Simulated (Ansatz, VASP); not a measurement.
**Sb in VASP and in Ansatz**

```
CELL_PARAMETERS angstrom
-1.89575 1.89575 1.89575
1.89575 -1.89575 1.89575
1.89575 1.89575 -1.89575
ATOMIC_POSITIONS crystal
Sb 0.00000 0.00000 0.00000
```

Alike in both runs: functional PBE; k mesh 16 × 16 × 16; occupations gaussian, width 0.1 eV; no spin polarisation.

Ansatz relaxed the structure, and its values are those at the end. VASP's run is a single point on that final structure, the one shown.

|  | VASP | Ansatz |
| --- | --- | --- |
| version | VASP 6.6.1 | Ansatz 0.2.0 |
| potentials or method | VASP PAW PBE potentials, release 64 (Sb), cutoff 520 eV | scalar-relativistic, plane waves, PAW |
| valence electrons in the cell | 5 | 15 |

```csv
,VASP,Ansatz,Ansatz less VASP
gap on the k mesh at the Fermi level (eV),none,none,-
pressure (GPa),-0.1,0.0,+0.13
```

A gap of «none» marks a metal or a gap that the smearing closes. VASP's potentials hold 5 valence electrons a cell and Ansatz's 15, so a difference there can come from the potentials and not from the codes.

Neither program's run includes spin-orbit coupling.
